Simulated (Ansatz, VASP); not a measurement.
# Two plane-wave programs on InP

INCAR

```
PREC = Accurate
ENCUT = 520
EDIFF = 1E-7
ISMEAR = 0
SIGMA = 0.1
LREAL = F
LASPH = T
NELM = 60
ALGO = Normal
ISIF = 2
LWAVE = F
LCHARG = F
GGA = PE
NBANDS = 16
```

File KPOINTS:

```
regular mesh
0
Gamma
  6 6 6
```

POSCAR

```
InP
1.0
    0.0000000000      2.9305000300      2.9305000300
    2.9305000300      0.0000000000      2.9305000300
    2.9305000300      2.9305000300      0.0000000000
In P
1 1
Direct
    0.0000000000      0.0000000000      0.0000000000
    0.2500000000      0.2500000000      0.2500000000
```

Input for Ansatz:

```yaml
crystal:
  lattice:
    - [0.0, 2.93050003, 2.93050003]
    - [2.93050003, 0.0, 2.93050003]
    - [2.93050003, 2.93050003, 0.0]
  atoms:
    - { symbol: In, position: [0.0, 0.0, 0.0] }
    - { symbol: P, position: [0.25, 0.25, 0.25] }
basis:
  ecutwfc: 420
kpoints:
  mp_grid: { grid: [6, 6, 6] }
hamiltonian:
  xc: pbe
scf:
  occupations: { method: gaussian, width: 0.1 }
  lower_state_search: "off"
output:
  forces: true
  stress: true
  eigenvalues: true
```

Alike in both runs: task single point; functional PBE; k mesh 6 × 6 × 6; occupations gaussian, width 0.1 eV; no spin polarisation.

```csv
,VASP,Ansatz
version,VASP 6.6.1,Ansatz 0.2.0
potentials or method,"VASP PAW PBE potentials, release 64 (In_d, P), cutoff 520 eV","scalar-relativistic, plane waves, PAW"
valence electrons in the cell,18,18
```

```tsv
	VASP	Ansatz	Ansatz less VASP
gap on the k mesh at the Fermi level (eV)	0.71	0.71	+0.003
least direct gap on the mesh (eV)	0.71	0.71	+0.003
pressure (GPa)	3.3	3.3	+0.05
```

With one functional, cell and mesh, what is left measures potentials, basis and numerics.
